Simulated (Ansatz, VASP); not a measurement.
# One calculation of K2S, two programs

Contents of INCAR:

```
SYSTEM = K2S
ALGO = Normal ; EDIFF = 1E-6
ENCUT = 500 ; GGA = PE
GGA_COMPAT = .FALSE. ; ISIF = 2
ISMEAR = 0 ; LASPH = .TRUE.
LCHARG = .FALSE. ; LREAL = .FALSE.
LWAVE = .FALSE. ; NBANDS = 19
NELM = 120 ; PREC = Accurate
SIGMA = 0.01
```

KPOINTS

```
k-points
0
G
  6 6 6
  0 0 0
```

POSCAR

```
K2S
1.0
    0.0000000000      3.7027568457      3.7027568457
    3.7027568457      0.0000000000      3.7027568457
    3.7027568457      3.7027568457      0.0000000000
S K
1 2
Direct
    0.0000000000      0.0000000000      0.0000000000
    0.2500000000      0.2500000000      0.2500000000
    0.7500000000      0.7500000000      0.7500000000
```

Input for Ansatz:

```yaml
crystal:
  lattice:
    - [0.0, 3.7027568457, 3.7027568457]
    - [3.7027568457, 0.0, 3.7027568457]
    - [3.7027568457, 3.7027568457, 0.0]
  atoms:
    - { symbol: S, position: [0.0, 0.0, 0.0] }
    - { symbol: K, position: [0.25, 0.25, 0.25] }
    - { symbol: K, position: [0.75, 0.75, 0.75] }
kpoints:
  mp_grid: { grid: [6, 6, 6] }
  band_path:
    path:
      - [0.0, 0.0, 0.0]
      - [0.5, 0.0, 0.5]
      - [0.625, 0.25, 0.625]
      - [0.375, 0.375, 0.75]
      - [0.5, 0.5, 0.5]
      - [0.5, 0.25, 0.75]
      - [0.0, 0.5, 0.5]
    npoints: 1
hamiltonian:
  xc: pbe
scf:
  occupations: { method: fixed }
  n_extra_bands: 4
output:
  forces: true
  stress: true
  eigenvalues: true
```

Alike in both runs: task single point; functional PBE; k mesh 6 × 6 × 6; no spin polarisation.

|  | VASP | Ansatz |
| --- | --- | --- |
| version | VASP 6.6.1 | Ansatz 0.2.0 |
| potentials or method | VASP PAW PBE potentials, release 64 (S, K_sv) | plane waves, PAW |
| plane-wave cutoff (eV) | 500 | 420 |
| occupations | gaussian, width 0.01 eV | fixed |
| valence electrons in the cell | 24 | 24 |

|  | VASP | Ansatz | Ansatz less VASP |
| --- | --- | --- | --- |
| gap on the k mesh at the Fermi level (eV) | 2.38 | 2.38 | +0.002 |
| pressure (GPa) | 0.5 | 0.4 | -0.03 |
